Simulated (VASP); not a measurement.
TiCo: single point with PBEsol

Crystal: TiCo.

```
Co Ti
1.0
     2.98611    0.00000    0.00000
     0.00000    2.98611    0.00000
     0.00000    0.00000    2.98611
Co Ti
1 1
Direct
  0.50000 0.50000 0.50000
  0.00000 0.00000 0.00000
```

* Program: VASP 6.6.1
* Task: single point
* Functional: PBEsol
* Potentials or basis: VASP PAW PBE potentials, release 64 (Co, Ti_sv)
* Cutoff: 520 eV
* k mesh: 9 × 9 × 9
* Occupations: fermi-dirac, width 0.05 eV
* Spin: collinear spin, ferrimagnetic start
* Starting moments: [2.0, -1.0] μB

```
Pressure                                              : -8.6 GPa
Net moment                                            : 0.67 μB per cell
Site moments                                          : Co +0.74; Ti -0.03 μB
Valence electrons inside the program's atomic spheres : Co 8.29; Ti 10.29
```

Levels at points of the mesh, in eV from the Fermi level:
Spin up:
| k point | band 6 | band 7 | band 8 | band 9 | band 10 | band 11 | band 12 | band 13 | band 14 | band 15 |
| --- | --- | --- | --- | --- | --- | --- | --- | --- | --- | --- |
| (0.00, 0.00, 0.00) | -4.09 | -4.09 | -1.79 | -1.79 | -1.79 | 0.52 | 0.52 | 2.67 | 2.67 | 2.67 |
Spin down:
| k point | band 7 | band 8 | band 9 | band 10 | band 11 | band 12 | band 13 | band 14 |
| --- | --- | --- | --- | --- | --- | --- | --- | --- |
| (0.00, 0.00, 0.00) | -3.60 | -1.32 | -1.32 | -1.32 | 0.93 | 0.93 | 2.75 | 2.75 |

Run time: 28 s on 1 thread of Intel(R) Xeon(R) 6975P-C (Granite Rapids), on a shared host, peak memory 0.16 GiB.

Caveat: the PAW data sets were made with another functional, which shifts forces and pressure a little.
